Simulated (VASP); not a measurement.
# Eu2Ru (F-43m) in VASP: single point with PBE

Aim: the single point of Eu2Ru with PBE.

Program: VASP 6.6.1. These are calculated values, not measurements. Logs are shortened: lines on timing, memory, paths and dates and some standing lists are left out, and cuts for length are marked.

## 1. The cell of the first run

It takes space group F-43m (No. 216, cubic). The conventional cell has a = 6.507 Å, b = 6.507 Å, c = 6.507 Å, α = 90.00°, β = 90.00°, γ = 90.00°. Within 3.7 Å of Eu (site symmetry -43m) lie 4 Eu at 2.82 Å and 4 Ru at 2.82 Å. Eu (site symmetry -43m) has 4 Eu at 2.82 Å and 6 Ru at 3.25 Å within 3.7 Å. Within 3.7 Å of Ru (site symmetry -43m) lie 10 Eu at 2.82 to 3.25 Å.

The cell was built from a structure type or drawn by symmetry, and may not be a known phase.

## 2. Single point, PBE, collinear spin, ferromagnetic start

Contents of INCAR:

```
SYSTEM = Eu2Ru
PREC = Accurate
ENCUT = 520
EDIFF = 1E-6
ISMEAR = 0
SIGMA = 0.1
LREAL = .False.
LASPH = .True.
NELM = 150
ALGO = Normal
ISIF = 2
LWAVE = .False.
LCHARG = .False.
ISPIN = 2
MAGMOM = 7 7 0
LORBIT = 11
LMAXMIX = 6
GGA = PE
NBANDS = 35
```

Contents of KPOINTS:

```
Automatic mesh
0
Gamma
  4 4 4
  0 0 0
```

Contents of POSCAR:

```
Eu2Ru
1.0
    0.0000000000      3.2534176100      3.2534176100
    3.2534176100      0.0000000000      3.2534176100
    3.2534176100      3.2534176100      0.0000000000
Eu Ru
2 1
Direct
    0.7500000000      0.7500000000      0.7500000000
    0.5000000000      0.5000000000      0.5000000000
    0.0000000000      0.0000000000      0.0000000000
```

Potentials or basis: VASP PAW PBE potentials, release 64 (Eu, Ru_pv).

Command:

```
> cat potpaw_PBE.64/Eu/POTCAR potpaw_PBE.64/Ru_pv/POTCAR > POTCAR
> mpirun -np 1 vasp_std > vasp.out
```

OUTCAR:

```text
SYSTEM = Eu2Ru
   PREC = Accurate
   ENCUT = 520
   EDIFF = 1E-6
   ISMEAR = 0
   LREAL = .False.
   LASPH = .True.
   NELM = 150
   ISIF = 2
   ISPIN = 2
   LORBIT = 11
   GGA = PE

 ion  position               nearest neighbor table
   1  0.750  0.750  0.750-   2 2.82   2 2.82   2 2.82   2 2.82   3 2.82   3 2.82   3 2.82   3 2.82

   2  0.500  0.500  0.500-   1 2.82   1 2.82   1 2.82   1 2.82   3 3.25   3 3.25   3 3.25   3 3.25
                             3 3.25   3 3.25
   3  0.000  0.000  0.000-   1 2.82   1 2.82   1 2.82   1 2.82   2 3.25   2 3.25   2 3.25   2 3.25
                             2 3.25   2 3.25

  LATTYP: Found a face centered cubic cell.
 ALAT       =     6.5068352200

  Lattice vectors:

 A1 = (   0.0000000000,   3.2534176100,   3.2534176100)
 A2 = (   3.2534176100,   0.0000000000,   3.2534176100)
 A3 = (   3.2534176100,   3.2534176100,   0.0000000000)

Analysis of symmetry for initial positions (statically):
=====================================================================
 Subroutine PRICEL returns:
 Original cell was already a primitive cell.

 Routine SETGRP: Setting up the symmetry group for a
 face centered cubic supercell.

 Subroutine GETGRP returns: Found 24 space group operations
 (whereof 24 operations were pure point group operations)
 out of a pool of 48 trial point group operations.

The static configuration has the point symmetry T_d .

Analysis of symmetry for dynamics (positions and initial velocities):
=====================================================================
 Subroutine PRICEL returns:
 Original cell was already a primitive cell.

 Routine SETGRP: Setting up the symmetry group for a
 face centered cubic supercell.

 Subroutine GETGRP returns: Found 24 space group operations
 (whereof 24 operations were pure point group operations)
 out of a pool of 48 trial point group operations.

The dynamic configuration has the point symmetry T_d .

Analysis of structural, dynamic, and magnetic symmetry:
=====================================================================
 Subroutine PRICEL returns:
 Original cell was already a primitive cell.

 Routine SETGRP: Setting up the symmetry group for a
 face centered cubic supercell.

 Subroutine GETGRP returns: Found 24 space group operations
 (whereof 24 operations were pure point group operations)
 out of a pool of 48 trial point group operations.

The overall configuration has the point symmetry T_d .

 Subroutine INISYM returns: Found 24 space group operations
 (whereof 24 operations are pure point group operations),
 and found     1 'primitive' translations

----------------------------------------------------------------------------------------

                                     Primitive cell

  volume of cell :      68.8731

  direct lattice vectors                    reciprocal lattice vectors
     0.000000000  3.253417610  3.253417610    -0.153684543  0.153684543  0.153684543
     3.253417610  0.000000000  3.253417610     0.153684543 -0.153684543  0.153684543
     3.253417610  3.253417610  0.000000000     0.153684543  0.153684543 -0.153684543

  length of vectors
     4.601027308  4.601027308  4.601027308     0.266189438  0.266189438  0.266189438

  position of ions in fractional coordinates (direct lattice)
     0.750000000  0.750000000  0.750000000
     0.500000000  0.500000000  0.500000000
     0.000000000  0.000000000  0.000000000

  ion indices of the primitive-cell ions
   primitive index   ion index
                 1           1
                 2           2
                 3           3

----------------------------------------------------------------------------------------

 KPOINTS: Automatic mesh

Automatic generation of k-mesh.
 Grid dimensions read from file:
 generate k-points for:    4    4    4

 Generating k-lattice:

  Cartesian coordinates                     Fractional coordinates (reciprocal lattice)
    -0.038421136  0.038421136  0.038421136     0.250000000  0.000000000  0.000000000
     0.038421136 -0.038421136  0.038421136     0.000000000  0.250000000  0.000000000
     0.038421136  0.038421136 -0.038421136     0.000000000  0.000000000  0.250000000

  Length of vectors
     0.066547359  0.066547359  0.066547359

  Shift w.r.t. Gamma in fractional coordinates (k-lattice)
     0.000000000  0.000000000  0.000000000

 Subroutine IBZKPT returns following result:
 ===========================================

 Found      8 irreducible k-points:

 Following reciprocal coordinates:
            Coordinates               Weight
  0.000000  0.000000  0.000000      1.000000
  0.250000  0.000000  0.000000      8.000000
  0.500000  0.000000  0.000000      4.000000
  0.250000  0.250000  0.000000      6.000000
  0.500000  0.250000  0.000000     24.000000
 -0.250000  0.250000  0.000000     12.000000
  0.500000  0.500000  0.000000      3.000000
 -0.250000  0.500000  0.250000      6.000000
   k-points           NKPTS =      8   k-points in BZ     NKDIM =      8   number of bands    NBANDS=     35
   number of dos      NEDOS =    301   number of ions     NIONS =      3
   total plane-waves  NPLWV =  46656
   dimension x,y,z NGX =    36 NGY =   36 NGZ =   36
   dimension x,y,z NGXF=    72 NGYF=   72 NGZF=   72
   ions per type =               2   1
   NGX,Y,Z   is equivalent  to a cutoff of  13.01, 13.01, 13.01 a.u.
   NGXF,Y,Z  is equivalent  to a cutoff of  26.02, 26.02, 26.02 a.u.
 SYSTEM =  Eu2Ru
   PREC   = accura    normal or accurate (medium, high low for compatibility)
   ISTART =      0    job   : 0-new  1-cont  2-samecut
   ICHARG =      2    charge: 1-file 2-atom 10-const
   ISPIN  =      2    spin polarized calculation?
   LNONCOLLINEAR =      F non collinear calculations
   LSORBIT =      F    spin-orbit coupling
   LASPH  =      T    aspherical Exc in radial PAW
   ENCUT  =  520.0 eV  38.22 Ry    6.18 a.u.   8.55  8.55  8.55*2*pi/ulx,y,z
   NELM   =    150;   NELMIN=  2; NELMDL= -5     # of ELM steps
   EDIFF  = 0.1E-05   stopping-criterion for ELM
   LREAL  =      F    real-space projection
   EDIFFG = 0.1E-04   stopping-criterion for IOM
   NSW    =      0    number of steps for IOM
   IBRION =     -1    ionic relax: 0-MD 1-quasi-New 2-CG
   NFREE  =      0    steps in history (QN), initial steepest desc. (CG)
   ISIF   =      2    stress and relaxation
   ISYM   =      2    0-nonsym 1-usesym 2-fastsym
   POTIM  = 0.5000    time-step for ionic-motion
   TEBEG  =    0.0;   TEEND  =   0.0 temperature during run
   PSTRESS=    0.0 pullay stress
   NELECT =      48.0000    total number of electrons
   NUPDOWN=      -1.0000    fix difference up-down
   EMIN   =  10.00;   EMAX   =-10.00  energy-range for DOS
   EFERMI =   0.00;   METHOD = LEGACY
   ISMEAR =     0;   SIGMA  =   0.10  broadening in eV -4-tet -1-fermi 0-gaus
   EFERMI_NEDOS =   21; number of points for ismear=-14 and -15
   IALGO  =     38    algorithm
   IMIX   =      4    mixing-type and parameters
     AMIX     =   0.40;   BMIX     =  1.00
     AMIX_MAG =   1.60;   BMIX_MAG =  1.00
  volume/ion in A,a.u.               =      22.96       154.93
  Fermi-wavevector in a.u.,A,eV,Ry     =   1.451461  2.742864 28.663933  2.106740
  Thomas-Fermi vector in A             =   2.568956
   LORBIT       =     11    0 simple, 1 ext, 2 COOP (PROOUT), +10 PAW based schemes
   GGA     = PE    functional components
   LHFCALC =     F    Hartree Fock is set to
   AEXX    =    0.0000 exact exchange contribution
   IVDW    =     0    specifies the selected vdW correction
   LEPSILON=     F    determine dielectric tensor
   LRPA    =     F    only Hartree local field effects (RPA)
 spin polarized calculation
 Gauss-broadening in eV      SIGMA  =   0.10
  energy-cutoff  :      520.00
  volume of cell :       68.87
 maximum number of plane-waves:      1880
 NGX is ok and might be reduce to    36
   NGX = 17   NGY = 17   NGZ = 17

 number of electron      48.0000004 magnetization      13.7434755

 Free energy of the ion-electron system (eV)
  ---------------------------------------------------
  ext. energy  EPLUGINS =         0.00000000
  ---------------------------------------------------
  free energy    TOTEN  =       -29.74529107 eV

  energy without entropy =      -29.71138454  energy(sigma->0) =      -29.72833781

 E-fermi :   4.8801     XC(G=0): -11.2558

 val. band max:        4.8581815257   @ k =   0.5000   0.0000   0.0000
 cond. band min:       4.8840381424   @ k =  -0.2500   0.5000   0.2500
 fundamental gap:      0.0258566166
 Fermi energy:         4.8800943812

 spin component 1

 k-point     1 :       0.0000    0.0000    0.0000
  band No.  band energies     occupation
      1     -36.8139      1.00000
      2     -36.3376      1.00000
      3     -36.3376      1.00000
      4     -36.3376      1.00000
      5     -35.9123      1.00000
      6     -16.0263      1.00000
[... 27 lines left out ...]
     34       6.2845      0.00000
     35       8.2920      0.00000
[... 234 lines left out ...]
      4     -36.3251      1.00000
      5     -36.0623      1.00000
      6     -16.4537      1.00000
[... 27 lines left out ...]
     34       6.6499      0.00000
     35       7.4118      0.00000
 Fermi energy:         4.8800943812

 spin component 2

 k-point     1 :       0.0000    0.0000    0.0000
  band No.  band energies     occupation
      1     -36.7921      1.00000
      2     -36.7921      1.00000
      3     -36.7921      1.00000
      4     -33.7749      1.00000
      5     -32.7731      1.00000
      6     -13.7851      1.00000
[... 27 lines left out ...]
     34       9.4476      0.00000
     35       9.4476      0.00000
[... 235 lines left out ...]
      5     -33.1725      1.00000
      6     -14.2762      1.00000
[... 27 lines left out ...]
     34       9.6408      0.00000
     35       9.8696      0.00000

------------------------ aborting loop because EDIFF is reached ----------------------------------------

  FORCE on cell =-STRESS in cart. coord.  units (eV):
  Direction    XX          YY          ZZ          XY          YZ          ZX
  --------------------------------------------------------------------------------------
  -------------------------------------------------------------------------------------
  Total        3.5693779      3.5693779      3.5693779      0.0000000      0.0000000     -0.0000000
  in kB       83.0335628     83.0335628     83.0335628      0.0000000      0.0000000     -0.0000000
  external PRESSURE =      83.0335628 kB  Pullay stress =       0.0000000 kB

 VOLUME and BASIS-vectors are now :
 -----------------------------------------------------------------------------
  energy-cutoff  :      520.00
  volume of cell :       68.87
      direct lattice vectors                 reciprocal lattice vectors
     0.000000000  3.253417610  3.253417610    -0.153684543  0.153684543  0.153684543
     3.253417610  0.000000000  3.253417610     0.153684543 -0.153684543  0.153684543
     3.253417610  3.253417610  0.000000000     0.153684543  0.153684543 -0.153684543

 POSITION                                       TOTAL-FORCE (eV/Angst)
 -----------------------------------------------------------------------------------
      4.88013      4.88013      4.88013        -0.000000     -0.000000     -0.000000
      3.25342      3.25342      3.25342         0.000000      0.000000      0.000000
      0.00000      0.00000      0.00000         0.000000     -0.000000      0.000000
 -----------------------------------------------------------------------------------
    total drift:                                0.000000      0.000000      0.000000

  FREE ENERGIE OF THE ION-ELECTRON SYSTEM (eV)
  ---------------------------------------------------
  free  energy   TOTEN  =       -29.7452910742 eV

  energy  without entropy=      -29.7113845449  energy(sigma->0) =      -29.72833781

 total charge

# of ion       s       p       d       f       tot
--------------------------------------------------
    1        2.096   5.657   0.924   6.477  15.153
    2        2.072   5.692   0.669   6.548  14.981
    3        0.428   6.051   6.240   0.000  12.720
--------------------------------------------------
tot          4.596  17.400   7.833  13.025  42.854

 magnetization (x)

# of ion       s       p       d       f       tot
--------------------------------------------------
    1        0.027  -0.097   0.341   6.380   6.651
    2        0.016  -0.094   0.284   6.485   6.691
    3       -0.028   0.048  -0.619   0.000  -0.599
--------------------------------------------------
tot          0.015  -0.143   0.006  12.865  12.743
```

Run time: 4 min. Hardware: 1 thread of Intel Xeon 8259CL, shared host; peak memory 0.27 GiB.

What came out:

```
Free energy                                           : -29.7453 eV
Pressure                                              : 8.3 GPa
Net moment                                            : 13.74 μB per cell
Site moments                                          : Eu +6.65, +6.69; Ru -0.60 μB
Valence electrons inside the program's atomic spheres : Eu 15.15, 14.98; Ru 12.72
```

Caveat: the k points lie up to 0.42 Å⁻¹ apart; spin-orbit coupling is left out, which moves the levels of the heavy elements; semilocal functionals describe open f shells poorly, which spoils levels, moments and volumes. The state reached can hang on the start; a lower one may exist.
